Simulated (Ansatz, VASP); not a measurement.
# One calculation of Co, two programs

File INCAR:

```
PREC     = Accurate       # precision mode
ENCUT    = 520            # plane-wave cutoff, eV
EDIFF    = 1E-6           # SCF threshold, eV
ISMEAR   = 0              # smearing method
SIGMA    = 0.15           # smearing width, eV
LREAL    = False          # projectors in reciprocal space
LASPH    = True           # aspherical terms in the spheres
NELM     = 100            # most SCF steps
ALGO     = Normal         # electronic algorithm
ISIF     = 2              # what is computed and relaxed
LWAVE    = False          # write WAVECAR
LCHARG   = True           # write CHGCAR
GGA      = PE             # functional
LELF     = True           # ELF
LVHAR    = True         
NBANDS   = 16             # bands
```

Contents of KPOINTS:

```
regular mesh
0
Gamma
  24 24 12
```

Contents of POSCAR:

```
Co
1.0
    2.4220163998      0.0000000000      0.0000000000
   -1.2110081999      2.0975277306      0.0000000000
    0.0000000000      0.0000000000      3.9171327130
Co
2
Direct
    0.6666666667      0.3333333333      0.2500000000
    0.3333333333      0.6666666667      0.7500000000
```

Input for Ansatz:

```yaml
crystal:
  lattice:
    - [2.4220163998, 0.0, 0.0]
    - [-1.2110081999, 2.0975277306, 0.0]
    - [0.0, 0.0, 3.917132713]
  atoms:
    - { symbol: Co, position: [0.6666666667, 0.3333333333, 0.25] }
    - { symbol: Co, position: [0.3333333333, 0.6666666667, 0.75] }
basis:
  ecutwfc: 520.0
kpoints:
  mp_grid: { grid: [24, 24, 12] }
hamiltonian:
  xc: pbe
  pseudopotentials: { kind: paw, azcp: { folder: soft_1 } }
scf:
  occupations: { method: gaussian, width: 0.15 }
  lower_state_search: "off"
output:
  forces: true
  stress: true
  eigenvalues: true
```

Alike in both runs: task single point; functional PBE; k mesh 24 × 24 × 12; occupations gaussian, width 0.15 eV; no spin polarisation.

|  | VASP | Ansatz |
| --- | --- | --- |
| version | VASP 6.6.1 | Ansatz 0.2.0 |
| potentials or method | VASP PAW PBE potentials, release 64 (Co), cutoff 520 eV | scalar-relativistic, plane waves, PAW |
| valence electrons in the cell | 18 | 34 |

Ansatz gave:

```
gap on the k mesh at the Fermi level (eV)                     : none
pressure (GPa)                                                : 10.4
traceless stress, the component that is largest in VASP (GPa) : -0.53
```

What did VASP give for the same quantities?

gap on the k mesh at the Fermi level (eV): none; pressure (GPa): 9.8; traceless stress, the component that is largest in VASP (GPa): -0.56.

A gap of «none» marks a metal or a gap that the smearing closes. VASP's potentials hold 18 valence electrons a cell and Ansatz's 34, so a difference there can come from the potentials and not from the codes.
